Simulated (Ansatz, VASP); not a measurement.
## Two plane-wave programs on SbO5

```xyz
6
Lattice="3.3155 0.0000 0.0000 -1.6577 2.8713 0.0000 0.0000 0.0000 10.1480" Properties=species:S:1:pos:R:3 pbc="T T T"
Sb    0.0000    0.0000    0.0000
O     1.6577    0.9571    8.9416
O     0.0000    0.0000    5.7189
O     1.6577    0.9571    5.0740
O     0.0000    0.0000    4.4291
O     1.6577    0.9571    1.2064
```

Change from the starting cell: species swapped into the MgCd5 type (P-6m2, No. 187).

Alike in both runs: functional PBE; k mesh 6 × 6 × 2; occupations gaussian, width 0.1 eV; no spin polarisation.

Ansatz relaxed the structure, and its values are those at the end. VASP's run is a single point on that final structure, the one shown.

|  | VASP | Ansatz |
| --- | --- | --- |
| version | VASP 6.6.1 | Ansatz 0.2.0 |
| potentials or method | VASP PAW PBE potentials, release 64 (Sb_d_GW, O), cutoff 700 eV | scalar-relativistic, plane waves, PAW |
| valence electrons in the cell | 45 | 45 |

VASP gave:

```
gap on the k mesh at the Fermi level (eV) : none
pressure (GPa)                            : 0.3
rms of the force components (eV/Å)        : 0.207
```

Problem. Which values does Ansatz return?

Solution. gap on the k mesh at the Fermi level (eV): none; pressure (GPa): 0.1; rms of the force components (eV/Å): 0.006.

A gap of «none» marks a metal or a gap that the smearing closes. One of these differences is far larger than is usual between the two programs; its cause wasn't traced.

The k mesh is coarse, so the values compare programs but aren't converged. Neither program's run includes spin-orbit coupling.
